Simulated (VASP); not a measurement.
# Zn2Si2N (P-6m2) in VASP: further runs, part 2 of 2

VASP 6.6.1. The steps go on from the part before.

**4. Single point, PBE, collinear spin, ferromagnetic start**

The input, INCAR:

```
SYSTEM = Zn2Si2N
PREC = Accurate
ENCUT = 520
EDIFF = 1E-6
ISMEAR = 0
SIGMA = 0.1
LREAL = .FALSE.
LASPH = .TRUE.
NELM = 150
ALGO = Normal
ISIF = 2
LWAVE = .FALSE.
LCHARG = .TRUE.
ISPIN = 2
MAGMOM = 0 0 0 0 1
LORBIT = 11
GGA = PE
LELF = .TRUE.
LVHAR = .TRUE.
NBANDS = 30
```

The input, KPOINTS:

```
Automatic mesh
0
G
  6 6 2
  0 0 0
```

The input, POSCAR:

```
Zn2Si2N
1.0
    2.9433988384      0.0000000000      0.0000000000
   -1.4716994192      2.5490581675      0.0000000000
    0.0000000000      0.0000000000     10.2760486706
Zn Si N
2 2 1
Direct
    0.6666666667      0.3333333333      0.2673254432
    0.6666666667      0.3333333333      0.7326745568
    0.3333333333      0.6666666667      0.5000000000
    0.6666666667      0.3333333333      0.0000000000
    0.3333333333      0.6666666667      0.0000000000
```

Potentials or basis: VASP PAW PBE potentials, release 64 (Zn, Si, N).

The run is started by

```sh
> cat potpaw_PBE.64/Zn/POTCAR potpaw_PBE.64/Si/POTCAR potpaw_PBE.64/N/POTCAR > POTCAR
> mpirun -np 1 vasp_std > vasp.out
```

OUTCAR:

```text
SYSTEM = Zn2Si2N
   PREC = Accurate
   ENCUT = 520
   EDIFF = 1E-6
   ISMEAR = 0
   LREAL = .FALSE.
   LASPH = .TRUE.
   NELM = 150
   ISIF = 2
   ISPIN = 2
   LORBIT = 11
   GGA = PE

 ion  position               nearest neighbor table
   1  0.667  0.333  0.267-   4 2.75   3 2.93   3 2.93   3 2.93
   2  0.667  0.333  0.733-   4 2.75   3 2.93   3 2.93   3 2.93
   3  0.333  0.667  0.500-   1 2.93   2 2.93   1 2.93   2 2.93   1 2.93   2 2.93
   4  0.667  0.333  0.000-   5 1.70   5 1.70   5 1.70   1 2.75   2 2.75
   5  0.333  0.667  0.000-   4 1.70   4 1.70   4 1.70

  LATTYP: Found a hexagonal cell.
 ALAT       =     2.9433988384
 C/A-ratio  =     3.4912185656

  Lattice vectors:

 A1 = (   2.9433988384,   0.0000000000,   0.0000000000)
 A2 = (  -1.4716994192,   2.5490581675,   0.0000000000)
 A3 = (   0.0000000000,   0.0000000000,  10.2760486706)

Analysis of symmetry for initial positions (statically):
=====================================================================
 Subroutine PRICEL returns:
 Original cell was already a primitive cell.

 Routine SETGRP: Setting up the symmetry group for a
 hexagonal supercell.

 Subroutine GETGRP returns: Found 12 space group operations
 (whereof 12 operations were pure point group operations)
 out of a pool of 24 trial point group operations.

The static configuration has the point symmetry D_3h.

Analysis of symmetry for dynamics (positions and initial velocities):
=====================================================================
 Subroutine PRICEL returns:
 Original cell was already a primitive cell.

 Routine SETGRP: Setting up the symmetry group for a
 hexagonal supercell.

 Subroutine GETGRP returns: Found 12 space group operations
 (whereof 12 operations were pure point group operations)
 out of a pool of 24 trial point group operations.

The dynamic configuration has the point symmetry D_3h.

Analysis of structural, dynamic, and magnetic symmetry:
=====================================================================
 Subroutine PRICEL returns:
 Original cell was already a primitive cell.

 Routine SETGRP: Setting up the symmetry group for a
 hexagonal supercell.

 Subroutine GETGRP returns: Found 12 space group operations
 (whereof 12 operations were pure point group operations)
 out of a pool of 24 trial point group operations.

The overall configuration has the point symmetry D_3h.

 Subroutine INISYM returns: Found 12 space group operations
 (whereof 12 operations are pure point group operations),
 and found     1 'primitive' translations

----------------------------------------------------------------------------------------

                                     Primitive cell

  volume of cell :      77.1001

  direct lattice vectors                    reciprocal lattice vectors
     2.943398838  0.000000000  0.000000000     0.339743288  0.196150879  0.000000000
    -1.471699419  2.549058168  0.000000000     0.000000000  0.392301758  0.000000000
     0.000000000  0.000000000 10.276048671     0.000000000  0.000000000  0.097313669

  length of vectors
     2.943398838  2.943398838 10.276048671     0.392301758  0.392301758  0.097313669
[... 76 lines left out ...]
   EDIFF  = 0.1E-05   stopping-criterion for ELM
   LREAL  =      F    real-space projection
   EDIFFG = 0.1E-04   stopping-criterion for IOM
   NSW    =      0    number of steps for IOM
   IBRION =     -1    ionic relax: 0-MD 1-quasi-New 2-CG
   NFREE  =      0    steps in history (QN), initial steepest desc. (CG)
   ISIF   =      2    stress and relaxation
   ISYM   =      2    0-nonsym 1-usesym 2-fastsym
   POTIM  = 0.5000    time-step for ionic-motion
   TEBEG  =    0.0;   TEEND  =   0.0 temperature during run
   PSTRESS=    0.0 pullay stress
   NELECT =      37.0000    total number of electrons
   NUPDOWN=      -1.0000    fix difference up-down
   EMIN   =  10.00;   EMAX   =-10.00  energy-range for DOS
   EFERMI =   0.00;   METHOD = LEGACY
   ISMEAR =     0;   SIGMA  =   0.10  broadening in eV -4-tet -1-fermi 0-gaus
   EFERMI_NEDOS =   21; number of points for ismear=-14 and -15
   IALGO  =     38    algorithm
   IMIX   =      4    mixing-type and parameters
     AMIX     =   0.40;   BMIX     =  1.00
     AMIX_MAG =   1.60;   BMIX_MAG =  1.00
  volume/ion in A,a.u.               =      15.42       104.06
  Fermi-wavevector in a.u.,A,eV,Ry     =   1.281712  2.422084 22.351451  1.642785
  Thomas-Fermi vector in A             =   2.414066
   LORBIT       =     11    0 simple, 1 ext, 2 COOP (PROOUT), +10 PAW based schemes
   GGA     = PE    functional components
   LHFCALC =     F    Hartree Fock is set to
   AEXX    =    0.0000 exact exchange contribution
   IVDW    =     0    specifies the selected vdW correction
   LEPSILON=     F    determine dielectric tensor
   LRPA    =     F    only Hartree local field effects (RPA)
 spin polarized calculation
 Gauss-broadening in eV      SIGMA  =   0.10
  energy-cutoff  :      520.00
  volume of cell :       77.10
 maximum number of plane-waves:      2126
 NGX is ok and might be reduce to    24
   NGX = 11   NGY = 11   NGZ = 39

 number of electron      36.9999994 magnetization       0.0000162

 number of electron      36.9999994 magnetization      -0.0001274

 Free energy of the ion-electron system (eV)
  ---------------------------------------------------
  ext. energy  EPLUGINS =         0.00000000
  ---------------------------------------------------
  free energy    TOTEN  =       -20.43972606 eV

  energy without entropy =      -20.43704873  energy(sigma->0) =      -20.43838740

 E-fermi :   5.4396     XC(G=0): -10.6103

 val. band max:        5.4158231251   @ k =   0.3333   0.3333   0.5000
 cond. band min:       5.6301046237   @ k =   0.5000   0.0000   0.0000
 fundamental gap:      0.2142814986
 Fermi energy:         5.4395564886

 spin component 1

 k-point     1 :       0.0000    0.0000    0.0000
  band No.  band energies     occupation
      1     -14.7993      1.00000
      2      -6.0329      1.00000
      3      -3.4885      1.00000
      4      -2.1936      1.00000
      5      -2.1624      1.00000
      6      -1.7613      1.00000
[... 451 lines left out ...]
     29      13.4854      0.00000
     30      13.4976      0.00000
 Fermi energy:         5.4395564886

 spin component 2

 k-point     1 :       0.0000    0.0000    0.0000
  band No.  band energies     occupation
      1     -14.7991      1.00000
      2      -6.0332      1.00000
      3      -3.4884      1.00000
      4      -2.1936      1.00000
      5      -2.1624      1.00000
      6      -1.7613      1.00000
[... 451 lines left out ...]
     29      13.4853      0.00000
     30      13.4976      0.00000

------------------------ aborting loop because EDIFF is reached ----------------------------------------

  FORCE on cell =-STRESS in cart. coord.  units (eV):
  Direction    XX          YY          ZZ          XY          YZ          ZX
  --------------------------------------------------------------------------------------
  -------------------------------------------------------------------------------------
  Total       -0.2736223     -0.2736223      0.1712126      0.0000000     -0.0000000     -0.0000000
  in kB       -5.6860022     -5.6860022      3.5578799      0.0000000     -0.0000000     -0.0000000
  external PRESSURE =      -2.6047082 kB  Pullay stress =       0.0000000 kB

 VOLUME and BASIS-vectors are now :
 -----------------------------------------------------------------------------
  energy-cutoff  :      520.00
  volume of cell :       77.10
      direct lattice vectors                 reciprocal lattice vectors
     2.943398838  0.000000000  0.000000000     0.339743288  0.196150879  0.000000000
    -1.471699419  2.549058168  0.000000000     0.000000000  0.392301758  0.000000000
     0.000000000  0.000000000 10.276048671     0.000000000  0.000000000  0.097313669

 POSITION                                       TOTAL-FORCE (eV/Angst)
 -----------------------------------------------------------------------------------
      1.47170      0.84969      2.74705        -0.000000      0.000000      0.001588
      1.47170      0.84969      7.52900        -0.000000     -0.000000     -0.001588
     -0.00000      1.69937      5.13802         0.000000     -0.000000      0.000000
      1.47170      0.84969      0.00000         0.000000      0.000000      0.000000
     -0.00000      1.69937      0.00000        -0.000000     -0.000000      0.000000
 -----------------------------------------------------------------------------------
    total drift:                               -0.000000      0.000000      0.000000

  FREE ENERGIE OF THE ION-ELECTRON SYSTEM (eV)
  ---------------------------------------------------
  free  energy   TOTEN  =       -20.4397260589 eV

  energy  without entropy=      -20.4370487318  energy(sigma->0) =      -20.43838740

 total charge

# of ion       s       p       d       tot
------------------------------------------
    1        0.664   0.294   9.722  10.680
    2        0.664   0.294   9.722  10.680
    3        0.857   0.647   0.000   1.504
    4        0.668   0.987   0.000   1.655
    5        1.246   2.718   0.000   3.964
--------------------------------------------------
tot          4.099   4.940  19.445  28.483

 magnetization (x)

# of ion       s       p       d       tot
------------------------------------------
    1       -0.000  -0.000   0.000  -0.000
    2       -0.000  -0.000   0.000  -0.000
    3        0.000  -0.000   0.000   0.000
    4        0.000   0.000   0.000   0.000
    5       -0.000   0.000   0.000   0.000
--------------------------------------------------
tot         -0.000   0.000   0.000   0.000
```

Wall time 36 s (1 thread of Intel Xeon 6975P-C (Granite Rapids), shared host); peak memory 0.24 GiB.

What came out:

| Property | Result |
| --- | --- |
| Free energy | -20.4397 eV |
| Pressure | -0.3 GPa |
| Net moment | 0.00 μB per cell |
| Valence electrons inside the program's atomic spheres | Zn 10.68; Si 1.50, 1.66; N 3.96 |

Caveat: the k points lie up to 0.41 Å⁻¹ apart.

**5. Single point, PBE**

This run uses another cell than the first one, of 15.03 Å³/atom, 0.975 times its volume.

The input, INCAR:

```
ALGO = Normal ; EDIFF = 1E-6
ENCUT = 520 ; GGA = PE
ISIF = 2 ; ISMEAR = 0
LASPH = T ; LCHARG = F
LREAL = F ; LWAVE = F
NBANDS = 26 ; NELM = 100
PREC = Accurate ; SIGMA = 0.1
```

The input, KPOINTS:

```
k-points
0
Gamma
  12 12 4
```

The input, POSCAR:

```
Zn2Si2N
1.0
    2.9888198270      0.0000000000      0.0000000000
   -1.4944099135      2.5883938975      0.0000000000
    0.0000000000      0.0000000000      9.7127249115
Zn Si N
2 2 1
Direct
    0.6666666667      0.3333333333      0.2784163394
    0.6666666667      0.3333333333      0.7215836606
    0.3333333333      0.6666666667      0.5000000000
    0.6666666667      0.3333333333      0.0000000000
    0.3333333333      0.6666666667      0.0000000000
```

The run is started by

```sh
> cat potpaw_PBE.64/Zn/POTCAR potpaw_PBE.64/Si/POTCAR potpaw_PBE.64/N/POTCAR > POTCAR
> mpirun -np 1 vasp_std > vasp.out
```

It took 36 s on 1 thread of Intel Xeon 6975P-C (Granite Rapids), shared host; peak memory 0.24 GiB.

It converged, with:

```
Free energy   : -20.4797 eV
Pressure      : 0.0 GPa
Largest force : 0.006 eV/Å
```

Forces on the atoms (eV/Å):
```
Zn   0.000  0.000 -0.006
Zn   0.000  0.000  0.006
Si   0.000  0.000  0.000
Si   0.000  0.000  0.000
N    0.000  0.000  0.000
```

Stress tensor (GPa, compression positive):
```
-0.03  0.00  0.00
 0.00 -0.03  0.00
 0.00  0.00  0.07
```

Levels at points of the mesh, in eV from the Fermi level:
```csv
k point,band 17,band 18,band 19,band 20,band 21,band 22
"(0.00, 0.00, 0.00)",-5.05,-0.09,0.30,4.95,5.61,5.61
"(0.50, 0.00, 0.00)",-2.24,-2.01,-0.58,0.46,0.80,2.22
"(0.00, 0.00, 0.50)",-2.92,-2.75,2.13,3.57,5.61,5.61
"(0.50, 0.00, 0.50)",-2.40,-1.61,-1.37,0.37,1.32,3.43
```

**6. Relaxation of cell and atoms, PBE**

This run uses another cell than the first one, of 15.97 Å³/atom, 1.036 times its volume.

The input, INCAR:

```
ALGO     = Normal         # electronic algorithm
EDIFF    = 1E-6           # SCF threshold, eV
EDIFFG   = -0.04          # ionic threshold
ENCUT    = 600            # plane-wave cutoff, eV
GGA      = PE             # functional
IBRION   = 2              # ionic algorithm
ISIF     = 3              # what is computed and relaxed
ISMEAR   = 0              # smearing method
LASPH    = True           # aspherical terms in the spheres
LCHARG   = False          # write CHGCAR
LREAL    = False          # projectors in reciprocal space
LWAVE    = False          # write WAVECAR
NELM     = 80             # most SCF steps
NSW      = 90             # ionic steps
PREC     = Accurate       # precision mode
SIGMA    = 0.1            # smearing width, eV
```

The input, KPOINTS:

```
k-points
0
Gamma
  6 6 4
```

The input, POSCAR:

```
Zn2Si2N
1.0
    4.0952851300      0.0000000000      0.0000000000
   -2.0476425700      3.5466209600      0.0000000000
    0.0000000000      0.0000000000      5.4977870500
Zn Si N
2 2 1
Direct
    0.6666666700      0.3333333300      0.3043193900
    0.6666666700      0.3333333300      0.6956806100
    0.3333333300      0.6666666700      0.5000000000
    0.6666666700      0.3333333300      0.0000000000
    0.3333333300      0.6666666700      0.0000000000
```

Potentials or basis: VASP PAW PBE potentials, release 64 (Zn, Si, N).

The run is started by

```sh
> cat potpaw_PBE.64/Zn/POTCAR potpaw_PBE.64/Si/POTCAR potpaw_PBE.64/N/POTCAR > POTCAR
> mpirun -np 1 vasp_std > vasp.out
```

Run time: 8.5 min. Hardware: 1 thread of Intel Xeon 6975P-C (Granite Rapids), shared host; peak memory 0.26 GiB.

Results (log left out):

```
Free energy                            : -19.8248 eV
Relaxed volume                         : 14.59 Å³/atom
Relaxed cell                           : a = 3.150 Å, b = 3.150 Å, c = 8.490 Å, α = 90.00°, β = 90.00°, γ = 120.00°
Space group after relaxing (to 0.05 Å) : P-6m2 (No. 187)
Energy gained by relaxing              : 2434.7 meV/atom
Ionic steps                            : 43
Pressure after relaxing                : 0.1 GPa
Largest force after relaxing           : 0.007 eV/Å
```

Forces in eV/Å, atoms in the order of the input:
```
Zn   0.000  0.000  0.007
Zn   0.000  0.000 -0.007
Si   0.000  0.000  0.000
Si   0.000  0.000  0.000
N    0.000  0.000  0.000
```

Stress tensor (GPa, compression positive):
```
0.05 0.00 0.00
0.00 0.05 0.00
0.00 0.00 0.20
```

Step by step:
| step | energy change (eV) | largest force (eV/Å) | pressure (GPa) | volume (Å³) |
| --- | --- | --- | --- | --- |
| 1 | 0.0000 | 18.1292 | 45.20 | 79.85 |
| 3 | 6.1236 | 60.7268 | 64.87 | 81.27 |
| 5 | 5.6432 | 56.4484 | 64.95 | 80.38 |
| 7 | 5.4726 | 54.6284 | 65.16 | 79.98 |
| 9 | 5.4338 | 54.1787 | 65.22 | 79.89 |
| 11 | 5.4243 | 54.0666 | 65.24 | 79.86 |
| 13 | 5.4219 | 54.0382 | 65.24 | 79.85 |
| 15 | 5.4214 | 54.0298 | 65.24 | 79.85 |
| 17 | 5.4212 | 54.0288 | 65.23 | 79.85 |
| 19 | 5.4212 | 54.0289 | 65.23 | 79.85 |
| 21 | -6.4068 | 4.8440 | 13.81 | 86.51 |
| 23 | -6.4044 | 6.3279 | 12.69 | 87.43 |
| 25 | -9.0249 | 0.8872 | -4.29 | 94.24 |
| 27 | -9.9182 | 0.7992 | -9.31 | 96.22 |
| 29 | -9.4653 | 5.2239 | 44.32 | 60.20 |
| 31 | -11.2114 | 2.6579 | 6.36 | 73.59 |
| 33 | -11.8271 | 1.1684 | 10.13 | 67.97 |
| 35 | -12.1099 | 0.5895 | -1.81 | 74.55 |
| 37 | -12.1508 | 0.3843 | -1.02 | 73.88 |
| 39 | -12.1655 | 0.1720 | 0.35 | 72.98 |
| 41 | -12.1729 | 0.0014 | -0.33 | 73.25 |
| 43 | -12.1735 | 0.0069 | 0.10 | 72.94 |

Final structure:
```
CELL_PARAMETERS angstrom
3.14973 0.00000 0.00000
-1.57486 2.72775 0.00000
0.00000 0.00000 8.48957
ATOMIC_POSITIONS crystal
Zn 0.66667 0.33333 0.29520
Zn 0.66667 0.33333 0.70480
Si 0.33333 0.66667 0.50000
Si 0.66667 0.33333 0.00000
N 0.33333 0.66667 0.00000
```

Levels at points of the mesh, in eV from the Fermi level:
| k point | band 16 | band 17 | band 18 | band 19 | band 20 | band 21 | band 22 |
| --- | --- | --- | --- | --- | --- | --- | --- |
| (0.00, 0.00, 0.00) | -4.90 | -4.07 | 1.14 | 1.87 | 4.95 | 4.95 | 5.48 |
| (0.50, 0.00, 0.00) | -4.51 | -2.58 | -1.77 | -0.68 | 1.21 | 2.07 | 2.28 |
| (0.00, 0.00, 0.50) | -5.31 | -2.04 | -0.49 | 3.21 | 5.05 | 5.25 | 5.37 |
| (0.50, 0.00, 0.50) | -4.04 | -2.67 | -1.50 | -1.41 | 0.40 | 2.24 | 3.15 |

**7. Summary**

| task | spin | cell | k mesh | cutoff (eV) | gap on the mesh (eV) | pressure (GPa) | largest force (eV/Å) |
| --- | --- | --- | --- | --- | --- | --- | --- |
| single point | off | a = 2.943, b = 2.943, c = 10.276 Å, angles 90.0, 90.0, 120.0°, 5 atoms | 6 × 6 × 4 | 520 | none | -0.3 | - |
| single point | off | a = 4.095, b = 4.095, c = 5.498 Å, angles 90.0, 90.0, 120.0°, 5 atoms | 6 × 6 × 4 | 520 | none | 45.3 | 18.13 |
| single point | collinear, ferromagnetic start | a = 2.943, b = 2.943, c = 10.276 Å, angles 90.0, 90.0, 120.0°, 5 atoms | 6 × 6 × 2 | 520 | none | -0.3 | - |
| single point | off | a = 2.989, b = 2.989, c = 9.713 Å, angles 90.0, 90.0, 120.0°, 5 atoms | 12 × 12 × 4 | 520 | none | 0.0 | 0.01 |
| relaxation of cell and atoms | off | relaxed from a = 4.095, b = 4.095, c = 5.498 Å, angles 90.0, 90.0, 120.0°, 5 atoms | 6 × 6 × 4 | 600 | none | 0.1 | 0.01 |

Alike in all rows: level PBE; potentials or basis VASP PAW PBE potentials, release 64 (Zn, Si, N); smearing gaussian 0.1 eV.

Caveats: some runs use coarse meshes; forces of over 1 eV/Å act on the atoms, so gaps and moduli don't describe the material at rest (some runs).

Absolute energies hang on the potentials; compare differences alone.
